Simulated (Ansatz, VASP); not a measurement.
## Hg: VASP beside Ansatz

Contents of INCAR:

```
  PREC = Accurate
  ENCUT = 520
  EDIFF = 1E-6
  ISMEAR = 1
  SIGMA = 0.01
  LREAL = F
  LASPH = T
  NELM = 80
  ALGO = Normal
  ISIF = 2
  LWAVE = F
  LCHARG = F
  NBANDS = 12
```

Contents of KPOINTS:

```
Automatic mesh
0
Gamma
  11 11 11
```

POSCAR

```
Hg
1.0
    1.7463233735      1.0082402698      2.1478810803
   -1.7463233735      1.0082402698      2.1478810803
    0.0000000000     -2.0164805396      2.1478810803
Hg
1
Direct
    0.0000000000      1.0000000000      0.0000000000
```

Input for Ansatz:

```yaml
crystal:
  lattice:
    - [1.7463233735, 1.0082402698, 2.1478810803]
    - [-1.7463233735, 1.0082402698, 2.1478810803]
    - [0.0, -2.0164805396, 2.1478810803]
  atoms:
    - { symbol: Hg, position: [0.0, 1.0, 0.0] }
hamiltonian:
  xc: lda
  pseudopotentials:
    kind: paw
    azcp:
      Hg: "pseudopotentials/Hg.paw.azcp"
basis:
  ecutwfc: 420
  fft_grid_basis: typed
kpoints:
  mp_grid: { grid: [11, 11, 11], shift: [0, 0, 0] }
magnetization:
  spin_polarized: false
scf:
  occupations: { method: cold, width: 0.01 }
  lower_state_search: "off"
output:
  stress: true
```

Alike in both runs: task single point; functional LDA; k mesh 11 × 11 × 11; no spin polarisation.

```csv
,VASP,Ansatz
version,VASP 6.6.1,Ansatz 0.2.0
potentials or method,"VASP PAW LDA potentials, release 64 (Hg), cutoff 520 eV","plane waves (420 eV) with PAW, scalar-relativistic"
occupations,"methfessel-paxton of order 1, width 0.01 eV","cold, width 0.01 eV"
valence electrons in the cell,12,20
```

```csv
,VASP,Ansatz,Ansatz less VASP
pressure (GPa),0.9,0.2,-0.66
"traceless stress, the component that is largest in VASP (GPa)",0.57,0.18,-0.383
```

Ansatz warns that its potentials were made for another functional, while VASP's fit it. LDA's correlation is that of Perdew and Zunger in VASP and of Perdew and Wang (1992) in Ansatz. VASP's potentials hold 12 valence electrons a cell and Ansatz's 20, so a difference there can come from the potentials and not from the codes.

Spin-orbit coupling is off throughout.
